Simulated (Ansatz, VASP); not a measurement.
## One calculation of Mg, two programs

INCAR

```
SYSTEM = Mg
ALGO = Normal
EDIFF = 1E-6
ENCUT = 600
GGA = PE
GGA_COMPAT = .FALSE.
ISIF = 2
ISMEAR = -1
LASPH = .TRUE.
LCHARG = .FALSE.
LREAL = .FALSE.
LWAVE = .FALSE.
NBANDS = 12
NELM = 120
PREC = Accurate
SIGMA = 0.1
```

KPOINTS

```
k-points
0
G
  10 10 6
  0 0 0
```

POSCAR

```
Mg
1.0
    2.8433266724      0.0000000000      0.0000000000
   -1.4216633362      2.4623931295      0.0000000000
    0.0000000000      0.0000000000      9.3356907451
Mg
4
Direct
    0.0000000000      0.0000000000      0.0000000000
    0.0000000000      0.0000000000      0.5000000000
    0.3333333333      0.6666666667      0.2500000000
    0.6666666667      0.3333333333      0.7500000000
```

Input for Ansatz:

```yaml
crystal:
  lattice:
    - [2.8433266724, 0.0, 0.0]
    - [-1.4216633362, 2.4623931295, 0.0]
    - [0.0, 0.0, 9.3356907451]
  atoms:
    - { symbol: Mg, position: [0.0, 0.0, 0.0] }
    - { symbol: Mg, position: [0.0, 0.0, 0.5] }
    - { symbol: Mg, position: [0.3333333333, 0.6666666667, 0.25] }
    - { symbol: Mg, position: [0.6666666667, 0.3333333333, 0.75] }
kpoints:
  mp_grid: { grid: [10, 10, 6] }
scf:
  occupations: { method: fermi_dirac, width: 0.1 }
hamiltonian:
  xc: pbe
  pseudopotentials: { kind: all_electron, lapw: { basis_error: 0.0005 } }
output:
  forces: true
  stress: true
  eigenvalues: true
  populations: true
```

Alike in both runs: task single point; functional PBE; k mesh 10 × 10 × 6; occupations fermi-dirac, width 0.1 eV; no spin polarisation.

```csv
,VASP,Ansatz
version,VASP 6.6.1,Ansatz 0.2.0
potentials or method,"VASP PAW PBE potentials, release 64 (Mg), cutoff 600 eV","all-electron LAPW, scalar-relativistic"
```

```csv
,VASP,Ansatz,Ansatz less VASP
pressure (GPa),24.1,24.0,-0.13
```

Ansatz ran all-electron here, and VASP with PAW potentials.
